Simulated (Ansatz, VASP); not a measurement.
Ni in VASP and in Ansatz

Contents of INCAR:

```
  ALGO = Normal
  EDIFF = 1E-6
  ENCUT = 600
  GGA = PE
  GGA_COMPAT = False
  ISIF = 2
  ISMEAR = -1
  ISPIN = 2
  LASPH = True
  LCHARG = False
  LMAXMIX = 4
  LORBIT = 11
  LREAL = False
  LWAVE = False
  MAGMOM = 0.27 -0.27
  NBANDS = 21
  NELM = 200
  NUPDOWN = 0.0
  PREC = Accurate
  SIGMA = 0.05
```

KPOINTS

```
k-points
0
Gamma
  12 12 7
```

POSCAR

```
Ni
1.0
    2.4480228978      0.0000000000      0.0000000000
   -1.2240114489      2.1200500186      0.0000000000
    0.0000000000      0.0000000000      4.0728075700
Ni
2
Direct
    0.6666666667      0.3333333333      0.7500000000
    0.3333333333      0.6666666667      0.2500000000
```

Contents of input.yaml:

```yaml
crystal:
  lattice:
    - [2.4480228978, 0.0, 0.0]
    - [-1.2240114489, 2.1200500186, 0.0]
    - [0.0, 0.0, 4.07280757]
  atoms:
    - { symbol: Ni, position: [0.6666666667, 0.3333333333, 0.75] }
    - { symbol: Ni, position: [0.3333333333, 0.6666666667, 0.25] }
kpoints:
  mp_grid: { grid: [12, 12, 7] }
scf:
  occupations: { method: fermi_dirac, width: 0.05 }
hamiltonian:
  xc: pbe
  pseudopotentials: { kind: all_electron, lapw: { basis_error: 0.001 } }
magnetization:
  spin_polarized: true
  initial_magnetization: 0.0
  spin_locking: { lock_magnetization: hard }
output:
  forces: true
  stress: true
  eigenvalues: true
```

Alike in both runs: task single point; functional PBE; k mesh 12 × 12 × 7; occupations fermi-dirac, width 0.05 eV; collinear spin; fixed moment 0 μB.

|  | VASP | Ansatz |
| --- | --- | --- |
| version | VASP 6.6.1 | Ansatz 0.2.0 |
| potentials or method | VASP PAW PBE potentials, release 64 (Ni), cutoff 600 eV | all-electron LAPW, scalar-relativistic |

```tsv
	VASP	Ansatz	Ansatz less VASP
size of the moment on the site where the two differ most (μB)	0.22	0.24	+0.025
```

Site moments also hang on the region over which each program counts them. Ansatz ran all-electron here, and VASP with PAW potentials.
